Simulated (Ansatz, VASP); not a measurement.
# Ti: VASP beside Ansatz

```xyz
2
Lattice="2.9000 0.0000 0.0000 -1.4500 2.5115 0.0000 0.0000 0.0000 4.6000" Properties=species:S:1:pos:R:3 pbc="T T T"
Ti    0.0000    1.6743    1.1500
Ti    1.4500    0.8372    3.4500
```

Alike in both runs: task single point; functional PBEsol; dispersion D3(BJ); k mesh 9 × 9 × 4; occupations gaussian, width 0.1 eV; no spin polarisation.

|  | VASP | Ansatz |
| --- | --- | --- |
| version | VASP 6.6.1 | Ansatz 0.2.0 |
| potentials or method | VASP PAW PBE potentials, release 64 (Ti_sv), cutoff 500 eV | scalar-relativistic, plane waves, PAW |
| valence electrons in the cell | 24 | 24 |

Ansatz gave:

| Property | Result |
| --- | --- |
| gap on the k mesh at the Fermi level (eV) | none |
| pressure (GPa) | -6.4 |
| traceless stress, the component that is largest in VASP (GPa) | -0.80 |

Task: Which values does VASP return?

Result: gap on the k mesh at the Fermi level (eV): none; pressure (GPa): -6.6; traceless stress, the component that is largest in VASP (GPa): -0.79.

VASP's potentials were made for PBE, not for PBEsol, and Ansatz warns of the same on its side. A gap of «none» marks a metal or a gap that the smearing closes.
